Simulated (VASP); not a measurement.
# Rh (P6_3/mmc) in VASP: a series of runs

Rh is run at these levels: r2SCAN, PBEsol; tasks: single point, relaxation of cell and atoms.

Everything below comes from runs of VASP 6.6.1. Logs are shortened: lines on timing, memory, paths and dates and some standing lists are left out, and cuts for length are marked.

## (1) The cell of the first run

Symmetry: P6_3/mmc, No. 194, hexagonal system. The conventional cell has a = 2.674 Å, b = 2.674 Å, c = 8.739 Å, α = 90.00°, β = 90.00°, γ = 120.00°. Within 3.5 Å of Rh (site symmetry -6m2) lie 12 Rh at 2.67 to 2.68 Å. Rh (site symmetry -3m) has 12 Rh at 2.67 to 2.68 Å within 3.5 Å.

This isn't the form of Rh at room conditions, which is fcc.

## (2) Single point, r2SCAN

File POSCAR:

```
Rh
1.0
    2.6736786789      0.0000000000      0.0000000000
   -1.3368393395      2.3154736575      0.0000000000
    0.0000000000      0.0000000000      8.7390209003
Rh
4
Direct
    0.6666666667      0.3333333333      0.7500000000
    0.0000000000      0.0000000000      0.5000000000
    0.3333333333      0.6666666667      0.2500000000
    0.0000000000      0.0000000000      0.0000000000
```

File INCAR.step1:

```
PREC = Accurate ; ENCUT = 580
ISMEAR = -1 ; SIGMA = 0.05
LREAL = F ; LASPH = T
NELM = 120 ; NBANDS = 42
GGA = PE ; ALGO = Normal
EDIFF = 1E-5 ; LWAVE = T
LCHARG = F ; GGA_COMPAT = F
```

File INCAR.step2:

```
PREC = Accurate ; ENCUT = 580
EDIFF = 1E-6 ; ISMEAR = -1
SIGMA = 0.05 ; LREAL = F
LASPH = T ; NELM = 120
ALGO = Normal ; ISIF = 2
LWAVE = F ; LCHARG = F
METAGGA = R2SCAN ; LMIXTAU = T
NBANDS = 42 ; ISTART = 1
GGA_COMPAT = F
```

File KPOINTS:

```
regular mesh
0
Gamma
  11 11 3
```

Potentials or basis: VASP PAW PBE potentials, release 64 (Rh_sv_GW).

Started as:

```
> cat potpaw_PBE.64/Rh_sv_GW/POTCAR > POTCAR
> cp INCAR.step1 INCAR
> mpirun -np 1 vasp_std > vasp.out
> cp INCAR.step2 INCAR
> mpirun -np 1 vasp_std > vasp.out
```

OUTCAR:

```text
PREC = Accurate
   ENCUT = 580
   EDIFF = 1E-6
   ISMEAR = -1
   LREAL = F
   LASPH = T
   NELM = 120
   ISIF = 2
   METAGGA = R2SCAN
   ISTART = 1

 ion  position               nearest neighbor table
   1  0.667  0.333  0.750-
   2  0.000  0.000  0.500-
   3  0.333  0.667  0.250-
   4  0.000  0.000  0.000-

  LATTYP: Found a hexagonal cell.
 ALAT       =     2.6736786789
 C/A-ratio  =     3.2685382014

  Lattice vectors:

 A1 = (   2.6736786789,   0.0000000000,   0.0000000000)
 A2 = (  -1.3368393395,   2.3154736575,   0.0000000000)
 A3 = (   0.0000000000,   0.0000000000,   8.7390209003)

Analysis of symmetry for initial positions (statically):
=====================================================================
 Subroutine PRICEL returns:
 Original cell was already a primitive cell.

 Routine SETGRP: Setting up the symmetry group for a
 hexagonal supercell.

 Subroutine GETGRP returns: Found 24 space group operations
 (whereof 12 operations were pure point group operations)
 out of a pool of 24 trial point group operations.

The static configuration has the point symmetry D_3d.
 The point group associated with its full space group is D_6h.

Analysis of symmetry for dynamics (positions and initial velocities):
=====================================================================
 Subroutine PRICEL returns:
 Original cell was already a primitive cell.

 Routine SETGRP: Setting up the symmetry group for a
 hexagonal supercell.

 Subroutine GETGRP returns: Found 24 space group operations
 (whereof 12 operations were pure point group operations)
 out of a pool of 24 trial point group operations.

The dynamic configuration has the point symmetry D_3d.
 The point group associated with its full space group is D_6h.

 Subroutine INISYM returns: Found 24 space group operations
 (whereof 12 operations are pure point group operations),
 and found     1 'primitive' translations

----------------------------------------------------------------------------------------

                                     Primitive cell

  volume of cell :      54.1018

  direct lattice vectors                    reciprocal lattice vectors
     2.673678679  0.000000000  0.000000000     0.374016522  0.215938540  0.000000000
    -1.336839340  2.315473658  0.000000000     0.000000000  0.431877079  0.000000000
     0.000000000  0.000000000  8.739020900     0.000000000  0.000000000  0.114429295

  length of vectors
     2.673678679  2.673678679  8.739020900     0.431877079  0.431877079  0.114429295

  position of ions in fractional coordinates (direct lattice)
     0.666666667  0.333333333  0.750000000
     0.000000000  0.000000000  0.500000000
     0.333333333  0.666666667  0.250000000
     0.000000000  0.000000000  0.000000000

  ion indices of the primitive-cell ions
   primitive index   ion index
                 1           1
                 2           2
                 3           3
                 4           4

----------------------------------------------------------------------------------------

 KPOINTS: regular mesh

Automatic generation of k-mesh.
 Grid dimensions read from file:
 generate k-points for:   11   11    3

 Generating k-lattice:

  Cartesian coordinates                     Fractional coordinates (reciprocal lattice)
     0.034001502  0.019630776  0.000000000     0.090909091  0.000000000  0.000000000
     0.000000000  0.039261553  0.000000000     0.000000000  0.090909091  0.000000000
     0.000000000  0.000000000  0.038143098     0.000000000  0.000000000  0.333333333

  Length of vectors
     0.039261553  0.039261553  0.038143098

  Shift w.r.t. Gamma in fractional coordinates (k-lattice)
     0.000000000  0.000000000  0.000000000

 Subroutine IBZKPT returns following result:
 ===========================================

 Found     32 irreducible k-points:

 Following reciprocal coordinates:
            Coordinates               Weight
  0.000000  0.000000  0.000000      1.000000
  0.090909  0.000000  0.000000      6.000000
  0.181818  0.000000  0.000000      6.000000
  0.272727  0.000000  0.000000      6.000000
  0.363636 -0.000000  0.000000      6.000000
  0.454545  0.000000  0.000000      6.000000
[... 16 lines left out ...]
  0.090909  0.090909  0.333333     12.000000
  0.181818  0.090909  0.333333     24.000000
 [... further k-points ...]
   k-points           NKPTS =     32   k-points in BZ     NKDIM =     32   number of bands    NBANDS=     42
   number of dos      NEDOS =    301   number of ions     NIONS =      4
   total plane-waves  NPLWV =  40320
   dimension x,y,z NGX =    24 NGY =   24 NGZ =   70
   dimension x,y,z NGXF=    48 NGYF=   48 NGZF=  140
   ions per type =               4
   NGX,Y,Z   is equivalent  to a cutoff of  14.92, 14.92, 13.32 a.u.
   NGXF,Y,Z  is equivalent  to a cutoff of  29.85, 29.85, 26.63 a.u.
 SYSTEM =  unknown system
   PREC   = accura    normal or accurate (medium, high low for compatibility)
   ISTART =      1    job   : 0-new  1-cont  2-samecut
   ICHARG =      0    charge: 1-file 2-atom 10-const
   ISPIN  =      1    spin polarized calculation?
   LNONCOLLINEAR =      F non collinear calculations
   LSORBIT =      F    spin-orbit coupling
   LASPH  =      T    aspherical Exc in radial PAW
   ENCUT  =  580.0 eV  42.63 Ry    6.53 a.u.   5.25  5.25 17.16*2*pi/ulx,y,z
   NELM   =    120;   NELMIN=  2; NELMDL=  0     # of ELM steps
   EDIFF  = 0.1E-05   stopping-criterion for ELM
   LREAL  =      F    real-space projection
   EDIFFG = 0.1E-04   stopping-criterion for IOM
   NSW    =      0    number of steps for IOM
   IBRION =     -1    ionic relax: 0-MD 1-quasi-New 2-CG
   NFREE  =      0    steps in history (QN), initial steepest desc. (CG)
   ISIF   =      2    stress and relaxation
   ISYM   =      2    0-nonsym 1-usesym 2-fastsym
   POTIM  = 0.5000    time-step for ionic-motion
   TEBEG  =    0.0;   TEEND  =   0.0 temperature during run
   PSTRESS=    0.0 pullay stress
   NELECT =      68.0000    total number of electrons
   NUPDOWN=      -1.0000    fix difference up-down
   EMIN   =  10.00;   EMAX   =-10.00  energy-range for DOS
   EFERMI =   0.00;   METHOD = LEGACY
   ISMEAR =    -1;   SIGMA  =   0.05  broadening in eV -4-tet -1-fermi 0-gaus
   EFERMI_NEDOS =   21; number of points for ismear=-14 and -15
   IALGO  =     38    algorithm
   IMIX   =      4    mixing-type and parameters
     AMIX     =   0.40;   BMIX     =  1.00
     AMIX_MAG =   1.60;   BMIX_MAG =  1.00
  volume/ion in A,a.u.               =      13.53        91.27
  Fermi-wavevector in a.u.,A,eV,Ry     =   1.766745  3.338664 42.469058  3.121388
  Thomas-Fermi vector in A             =   2.834267
   LORBIT       =      0    0 simple, 1 ext, 2 COOP (PROOUT), +10 PAW based schemes
   METAGGA = R2SCAN    functional components
   LHFCALC =     F    Hartree Fock is set to
   AEXX    =    0.0000 exact exchange contribution
   IVDW    =     0    specifies the selected vdW correction
   LEPSILON=     F    determine dielectric tensor
   LRPA    =     F    only Hartree local field effects (RPA)
 non-spin polarized calculation
  energy-cutoff  :      580.00
  volume of cell :       54.10
 maximum number of plane-waves:      1731
 NGX is ok and might be reduce to    24
   NGX = 11   NGY = 11   NGZ = 35

 number of electron      67.9999982 magnetization

 Free energy of the ion-electron system (eV)
  ---------------------------------------------------
  ext. energy  EPLUGINS =         0.00000000
  ---------------------------------------------------
  free energy    TOTEN  =       -93.03787678 eV

  energy without entropy =      -92.98853866  energy(sigma->0) =      -93.01320772

 E-fermi :  10.9910     XC(G=0): -15.3976

 val. band max:       10.9851826935   @ k =   0.2727   0.0909   0.0000
 cond. band min:      10.9928491825   @ k =   0.1818   0.0909   0.3333
 fundamental gap:      0.0076664890
 Fermi energy:        10.9910443521

 k-point     1 :       0.0000    0.0000    0.0000
  band No.  band energies     occupation
      1     -70.2408      2.00000
      2     -70.1826      2.00000
      3     -70.1672      2.00000
      4     -70.1083      2.00000
      5     -37.6789      2.00000
      6     -37.2776      2.00000
[... 34 lines left out ...]
     41      20.2040      0.00000
     42      26.0705      0.00000

 k-point     2 :       0.0909    0.0000    0.0000
  band No.  band energies     occupation
      1     -70.2316      2.00000
      2     -70.1756      2.00000
      3     -70.1603      2.00000
      4     -70.1037      2.00000
      5     -37.6574      2.00000
      6     -37.2831      2.00000
[... 34 lines left out ...]
     41      20.1530      0.00000
     42      26.4203      0.00000

 k-point     3 :       0.1818    0.0000    0.0000
  band No.  band energies     occupation
      1     -70.2062      2.00000
      2     -70.1569      2.00000
      3     -70.1416      2.00000
      4     -70.0918      2.00000
      5     -37.5972      2.00000
      6     -37.3152      2.00000
[... 34 lines left out ...]
     41      20.0436      0.00000
     42      26.9491      0.00000

 k-point     4 :       0.2727    0.0000    0.0000
  band No.  band energies     occupation
      1     -70.1714      2.00000
      2     -70.1324      2.00000
      3     -70.1170      2.00000
      4     -70.0777      2.00000
      5     -37.5170      2.00000
      6     -37.4267      2.00000
[... 844 lines left out ...]
     41      20.7511      0.00000
     42      20.8211      0.00000

 k-point    23 :       0.0909    0.0909    0.3333
  band No.  band energies     occupation
      1     -70.2065      2.00000
      2     -70.1855      2.00000
      3     -70.1246      2.00000
      4     -70.1034      2.00000
      5     -37.5741      2.00000
      6     -37.4580      2.00000
[... 34 lines left out ...]
     41      21.6596      0.00000
     42      24.5823      0.00000

 k-point    24 :       0.1818    0.0909    0.3333
  band No.  band energies     occupation
      1     -70.1775      2.00000
      2     -70.1597      2.00000
      3     -70.1072      2.00000
      4     -70.0892      2.00000
      5     -37.5201      2.00000
      6     -37.4564      2.00000
[... 34 lines left out ...]
     41      21.9934      0.00000
     42      24.9795      0.00000

 [... further k-points ...]

------------------------ aborting loop because EDIFF is reached ----------------------------------------

  FORCE on cell =-STRESS in cart. coord.  units (eV):
  Direction    XX          YY          ZZ          XY          YZ          ZX
  --------------------------------------------------------------------------------------
  -------------------------------------------------------------------------------------
  Total        1.1437317      1.1437317      0.6090564     -0.0000000     -0.0000000      0.0000000
  in kB       33.8706022     33.8706022     18.0366649     -0.0000000     -0.0000000      0.0000000
  external PRESSURE =      28.5926231 kB  Pullay stress =       0.0000000 kB

 VOLUME and BASIS-vectors are now :
 -----------------------------------------------------------------------------
  energy-cutoff  :      580.00
  volume of cell :       54.10
      direct lattice vectors                 reciprocal lattice vectors
     2.673678679  0.000000000  0.000000000     0.374016522  0.215938540  0.000000000
    -1.336839340  2.315473658  0.000000000     0.000000000  0.431877079  0.000000000
     0.000000000  0.000000000  8.739020900     0.000000000  0.000000000  0.114429295

 POSITION                                       TOTAL-FORCE (eV/Angst)
 -----------------------------------------------------------------------------------
      1.33684      0.77182      6.55427        -0.000000      0.000000     -0.000000
      0.00000      0.00000      4.36951        -0.000000      0.000000      0.000000
     -0.00000      1.54365      2.18476         0.000000      0.000000      0.000000
      0.00000      0.00000      0.00000        -0.000000      0.000000      0.000000
 -----------------------------------------------------------------------------------
    total drift:                               -0.000000      0.000000      0.000000

  FREE ENERGIE OF THE ION-ELECTRON SYSTEM (eV)
  ---------------------------------------------------
  free  energy   TOTEN  =       -93.0378767831 eV

  energy  without entropy=      -92.9885386565  energy(sigma->0) =      -93.01320772
```

It took 4.1 min on 1 thread of Intel Xeon Platinum 8488C (Sapphire Rapids), shared host; peak memory 0.24 GiB.

What came out:

* Free energy: -93.0379 eV
* Pressure: 2.9 GPa
* Band gap on the k mesh: zero (bands 34 and 35 overlap by 1.76 eV)

Caveat: the PAW data sets were made with another functional, which shifts forces and pressure a little.

## (3) Single point, r2SCAN

This run uses another cell than the first one, of 13.80 Å³/atom.

File POSCAR:

```
Rh
1.0
    2.6917446234      0.0000000000      0.0000000000
   -1.3458723117      2.3311192244      0.0000000000
    0.0000000000      0.0000000000      8.7980701300
Rh
4
Direct
    0.6666666667      0.3333333333      0.7500000000
    0.0000000000      0.0000000000      0.5000000000
    0.3333333333      0.6666666667      0.2500000000
    0.0000000000      0.0000000000      0.0000000000
```

File INCAR.step1:

```
SYSTEM = Rh
PREC = Accurate
ENCUT = 580
ISMEAR = -1
SIGMA = 0.05
LREAL = .FALSE.
LASPH = .TRUE.
NELM = 120
NBANDS = 42
GGA = PE
ALGO = Normal
EDIFF = 1E-5
LWAVE = .TRUE.
LCHARG = .FALSE.
GGA_COMPAT = .FALSE.
```

File INCAR.step2:

```
SYSTEM = Rh
PREC = Accurate
ENCUT = 580
EDIFF = 1E-6
ISMEAR = -1
SIGMA = 0.05
LREAL = .FALSE.
LASPH = .TRUE.
NELM = 120
ALGO = Normal
ISIF = 2
LWAVE = .FALSE.
LCHARG = .FALSE.
METAGGA = R2SCAN
LMIXTAU = .TRUE.
NBANDS = 42
ISTART = 1
GGA_COMPAT = .FALSE.
```

File KPOINTS:

```
regular mesh
0
G
  11 11 3
  0 0 0
```

Potentials or basis: VASP PAW PBE potentials, release 64 (Rh_sv_GW).

Started as:

```
> cat potpaw_PBE.64/Rh_sv_GW/POTCAR > POTCAR
> cp INCAR.step1 INCAR
> mpirun -np 1 vasp_std > vasp.out
> cp INCAR.step2 INCAR
> mpirun -np 1 vasp_std > vasp.out
```

Run time: 14 min. Hardware: 1 thread of AMD EPYC 7R43 (Zen 3), shared host; peak memory 0.21 GiB.

Results (log left out):

- Free energy: -93.0500 eV
- Pressure: -2.8 GPa
- Band gap on the k mesh: zero (bands 34 and 35 overlap by 1.71 eV)

Stress tensor (GPa, compression positive):
```
-2.28  0.00  0.00
 0.00 -2.28  0.00
 0.00  0.00 -3.80
```

Levels at points of the mesh, in eV from the Fermi level:
```csv
k point,band 31,band 32,band 33,band 34,band 35,band 36
"(0.00, 0.00, 0.00)",-2.69,-1.51,-1.51,-0.89,-0.89,-0.37
```

Caveat: the PAW data sets were made with another functional, which shifts forces and pressure a little.

## (4) Single point, r2SCAN

This run uses another cell than the first one, of 14.35 Å³/atom.

File POSCAR:

```
Rh
1.0
    2.7271663779      0.0000000000      0.0000000000
   -1.3635831889      2.3617953636      0.0000000000
    0.0000000000      0.0000000000      8.9138474877
Rh
4
Direct
    0.6666666667      0.3333333333      0.7500000000
    0.0000000000      0.0000000000      0.5000000000
    0.3333333333      0.6666666667      0.2500000000
    0.0000000000      0.0000000000      0.0000000000
```

INCAR.step1 is that of step 3.

INCAR.step2 is that of step 3.

File KPOINTS:

```
Automatic mesh
0
G
  11 11 3
  0 0 0
```

Started as:

```
> cat potpaw_PBE.64/Rh_sv_GW/POTCAR > POTCAR
> cp INCAR.step1 INCAR
> mpirun -np 1 vasp_std > vasp.out
> cp INCAR.step2 INCAR
> mpirun -np 1 vasp_std > vasp.out
```

Run time: 6.5 min. Hardware: 1 thread of AMD EPYC 7R13 (Zen 3), shared host; peak memory 0.22 GiB.

The run converged. Its results:

```yaml
Free_energy: -92.9672 eV
Pressure: -12.3 GPa
Band_gap_on_the_k_mesh: zero (bands 34 and 35 overlap by 1.61 eV)
```

Stress tensor (GPa, compression positive):
```
-11.85   0.00   0.00
  0.00 -11.85   0.00
  0.00   0.00 -13.27
```

Levels at points of the mesh, in eV from the Fermi level:
```
           k point  band 29  band 30  band 31  band 32  band 33  band 34  band 35  band 36  band 37  band 38
(0.00, 0.00, 0.00)    -2.64    -2.53    -2.53    -1.43    -1.43    -0.84    -0.84    -0.36    -0.36     0.40
```

Caveat: the cell stands under tension; the PAW data sets were made with another functional, which shifts forces and pressure a little.

(Continued in part 2 of 2.)
